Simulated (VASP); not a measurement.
A run of VASP 6.6.1 is set up as follows.

INCAR

```
  PREC = Accurate
  ENCUT = 520
  EDIFF = 1E-6
  ISMEAR = -1
  SIGMA = 0.05
  LREAL = False
  LASPH = True
  NELM = 80
  ALGO = Normal
  ISIF = 2
  LWAVE = False
  LCHARG = False
  LDIPOL = True
  IDIPOL = 3
  DIPOL = 0.5 0.5 0.500
  GGA = PE
  EFIELD = -0.3
  NBANDS = 12
```

File KPOINTS:

```
Automatic mesh
0
Gamma
  12 12 1
```

The input POSCAR:

```
Au
1.0
    2.9400990585      0.0000000000      0.0000000000
    0.0000000000      2.9400990585      0.0000000000
    0.0000000000      0.0000000000     16.0000000000
Au
1
Direct
    0.0000000000      0.0000000000      0.5000000000
```

Potentials or basis: VASP PAW PBE potentials, release 64 (Au).

Run with:

```sh
$ cat potpaw_PBE.64/Au/POTCAR > POTCAR
$ mpirun -np 1 vasp_std > vasp.out
```

**Question.** What does it give for the band gap on the k mesh?

**Answer.** Zero (an odd number of electrons rules out a gap without spin polarisation).

Caveat: spin-orbit coupling is left out, which moves the levels of the heavy elements.
